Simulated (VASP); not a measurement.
Te:

```xyz
3
Lattice="4.4540 0.0000 0.0000 -2.2270 3.8573 0.0000 0.0000 0.0000 5.9240" Properties=species:S:1:pos:R:3 pbc="T T T"
Te    1.6279    2.8197    0.0000
Te   -0.5991    1.0376    3.9493
Te    1.1981    0.0000    1.9747
```

Base run:

* Program: VASP 6.6.1
* Functional: r2SCAN
* Potentials or basis: VASP PAW PBE potentials, release 64 (Te)
* Cutoff: 520 eV
* k mesh: 7 × 7 × 5
* Occupations: fermi-dirac, width 0.05 eV
* Spin: no spin polarisation

Its results: band gap on the k mesh 0.75 eV, indirect (least direct gap 0.93 eV); pressure 0.9 GPa; largest force 0.062 eV/Å.

Q: After a change of settings the same cell gave: band gap on the k mesh 0.59 eV, indirect (least direct gap 0.76 eV); pressure -0.9 GPa; largest force 0.126 eV/Å. Which change was it?
A. functional from r2SCAN to PBEsol
B. functional from r2SCAN to PBE; occupations from fermi-dirac, width 0.05 eV to gaussian, width 0.011 eV
C. functional from r2SCAN to LDA; potentials or basis from VASP PAW PBE potentials, release 64 (Te) to VASP PAW LDA potentials, release 64 (Te)

A: A.

r2SCAN gives the wider gap, since meta-GGAs in the generalised Kohn-Sham scheme recover part of the derivative discontinuity.

Caveats: the PAW data sets were made with another functional, which shifts forces and pressure a little; spin-orbit coupling is left out, which moves the levels of the heavy elements.
